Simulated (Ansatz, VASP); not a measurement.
# Zn3CuS4: VASP beside Ansatz

```
Zn Cu S
1.0
     5.56186    0.00000    0.00000
     0.00000    5.56186    0.00000
     0.00000    0.00000    5.56186
Zn Cu S
3 1 4
Direct
  0.50000 0.50000 0.00000
  0.50000 0.00000 0.50000
  0.00000 0.50000 0.50000
  0.00000 0.00000 0.00000
  0.75373 0.75373 0.24627
  0.75373 0.24627 0.75373
  0.24627 0.75373 0.75373
  0.24627 0.24627 0.24627
```

Alike in both runs: functional PBE; k mesh 6 × 6 × 6; occupations gaussian, width 0.1 eV; no spin polarisation.

Ansatz relaxed the structure, and its values are those at the end. VASP's run is a single point on that final structure, the one shown.

|  | VASP | Ansatz |
| --- | --- | --- |
| version | VASP 6.6.1 | Ansatz 0.2.0 |
| potentials or method | VASP PAW PBE potentials, release 64 (Zn, Cu, S), cutoff 520 eV | scalar-relativistic, plane waves, PAW |
| valence electrons in the cell | 71 | 79 |

```csv
,VASP,Ansatz,Ansatz less VASP
gap on the k mesh at the Fermi level (eV),none,none,-
pressure (GPa),-5.3,-5.4,-0.16
rms of the force components (eV/Å),0.007,0.004,-0.0029
```

A gap of «none» marks a metal or a gap that the smearing closes. With one functional, cell and mesh, what is left measures potentials, basis and numerics. VASP's potentials hold 71 valence electrons a cell and Ansatz's 79, so a difference there can come from the potentials and not from the codes. Ansatz's warnings: stress scf threshold loose.
